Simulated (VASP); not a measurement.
The system is FeO.

```
Fe O
1.0
     1.50863    0.87101    2.50267
    -1.50863    0.87101    2.50267
     0.00000   -1.74201    2.50267
Fe O
1 1
Direct
  0.00000 0.00000 0.00000
  0.50000 0.50000 0.50000
```

Base run:

* Program: VASP 6.6.1
* Functional: LDA
* Potentials or basis: VASP PAW LDA potentials, release 64 (Fe, O)
* Cutoff: 520 eV
* k mesh: 11 × 11 × 11
* Occupations: fermi-dirac, width 0.05 eV
* Spin: collinear spin, ferromagnetic start
* Starting moments: [3.0, 0.0] μB

Its results: band gap on the k mesh zero (filled and empty bands overlap); pressure -13.0 GPa; net moment 3.98 μB per cell; site moments Fe +3.56; O +0.32 μB.

The run is repeated on the same cell with these changes: functional from LDA to PBEsol; potentials or basis from VASP PAW LDA potentials, release 64 (Fe, O) to VASP PAW PBE potentials, release 64 (Fe, O). What comes out?

Band gap on the k mesh zero (filled and empty bands overlap); pressure -5.7 GPa; net moment 4.00 μB per cell; site moments Fe +3.61; O +0.31 μB.

Caveats: the cell stands under tension; a cell with one magnetic atom can't hold antiferromagnetic order, which such compounds often take; semilocal functionals often make such compounds metallic where correlation or magnetic order opens a gap, which also shifts bond lengths; the PAW data sets were made with another functional, which shifts forces and pressure a little (at least some runs).
